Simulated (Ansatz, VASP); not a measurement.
## RuS2 in VASP and in Ansatz

```
CELL_PARAMETERS angstrom
4.20779 0.00000 0.00000
-2.10389 3.64405 0.00000
0.00000 0.00000 2.85260
ATOMIC_POSITIONS crystal
Ru 0.00000 0.00000 0.00000
S 0.33333 0.66667 0.50000
S 0.66667 0.33333 0.50000
```

Alike in both runs: functional PBE; k mesh 12 × 12 × 16; occupations gaussian, width 0.1 eV; no spin polarisation.

Ansatz relaxed the structure, and its values are those at the end. VASP's run is a single point on that final structure, the one shown.

```csv
,VASP,Ansatz
version,VASP 6.6.1,Ansatz 0.2.0
potentials or method,"VASP PAW PBE potentials, release 64 (Ru_pv, S), cutoff 520 eV","scalar-relativistic, plane waves, PAW"
valence electrons in the cell,26,28
```

|  | VASP | Ansatz | Ansatz less VASP |
| --- | --- | --- | --- |
| gap on the k mesh at the Fermi level (eV) | none | none | - |
| pressure (GPa) | -0.1 | 0.0 | +0.14 |

A gap of «none» marks a metal or a gap that the smearing closes. VASP's potentials hold 26 valence electrons a cell and Ansatz's 28, so a difference there can come from the potentials and not from the codes.
